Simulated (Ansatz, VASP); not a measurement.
**Al2BP3 in VASP and in Ansatz**

```xyz
6
Lattice="6.1399 0.0000 0.0000 -3.0700 5.3173 0.0000 0.0000 0.0000 3.4258" Properties=species:S:1:pos:R:3 pbc="T T T"
Al    0.0000    3.5449    0.0000
Al    3.0700    1.7724    0.0000
B     0.0000    0.0000    0.0000
P     3.0700    0.0000    1.7129
P     1.5350    2.6587    1.7129
P    -1.5350    2.6587    1.7129
```

Change from the starting cell: species swapped into the ErB2Ru3 type (P6/mmm, No. 191).

Alike in both runs: functional PBE; k mesh 3 × 3 × 6; occupations gaussian, width 0.1 eV; no spin polarisation.

Ansatz relaxed the structure, and its values are those at the end. VASP's run is a single point on that final structure, the one shown.

|  | VASP | Ansatz |
| --- | --- | --- |
| version | VASP 6.6.1 | Ansatz 0.2.0 |
| potentials or method | VASP PAW PBE potentials, release 64 (Al, B, P), cutoff 520 eV | scalar-relativistic, plane waves, PAW |
| valence electrons in the cell | 24 | 24 |

|  | VASP | Ansatz | Ansatz less VASP |
| --- | --- | --- | --- |
| gap on the k mesh at the Fermi level (eV) | none | none | - |
| pressure (GPa) | 0.1 | 0.1 | +0.06 |

A gap of «none» marks a metal or a gap that the smearing closes.

The k mesh is coarse, so the values compare programs but aren't converged.
